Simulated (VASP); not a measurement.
## B: single point with PBEsol

The system is B.

```
CELL_PARAMETERS angstrom
1.70243 0.00000 0.00000
-0.85122 1.47435 0.00000
0.00000 0.00000 3.62330
ATOMIC_POSITIONS crystal
B 0.00000 0.00000 0.00000
```

| Item | Value |
| --- | --- |
| Program | VASP 6.6.1 |
| Task | single point |
| Functional | PBEsol |
| Potentials or basis | VASP PAW PBE potentials, release 64 (B) |
| Cutoff | 500 eV |
| k mesh | 23 × 23 × 10 |
| Occupations | methfessel-paxton, width 0.1 eV |
| Spin | no spin polarisation |
| Dipole correction | no |
| Further INCAR settings | ALGO = Normal; EDIFF = 1e-06; NBANDS = 8 |

```json
{
 "Pressure": "1.4 GPa"
}
```

Stress tensor (GPa, compression positive):
```
 2.51  0.00  0.00
 0.00  2.51  0.00
 0.00  0.00 -0.79
```

Levels at points of the mesh, in eV from the Fermi level:
| k point | band 1 | band 2 | band 3 | band 4 | band 5 | band 6 |
| --- | --- | --- | --- | --- | --- | --- |
| (0.00, 0.00, 0.00) | -17.39 | -6.90 | 2.07 | 24.74 | 24.74 | 26.05 |
| (0.00, 0.00, 0.50) | -17.05 | -8.87 | 8.80 | 13.68 | 24.75 | 24.75 |

Run time: 9 s on 1 thread of Intel(R) Xeon(R) Platinum 8375C CPU @ 2.90GHz (Ice Lake), on a shared host, peak memory 0.12 GiB.

Caveat: the PAW data sets were made with another functional, which shifts forces and pressure a little.
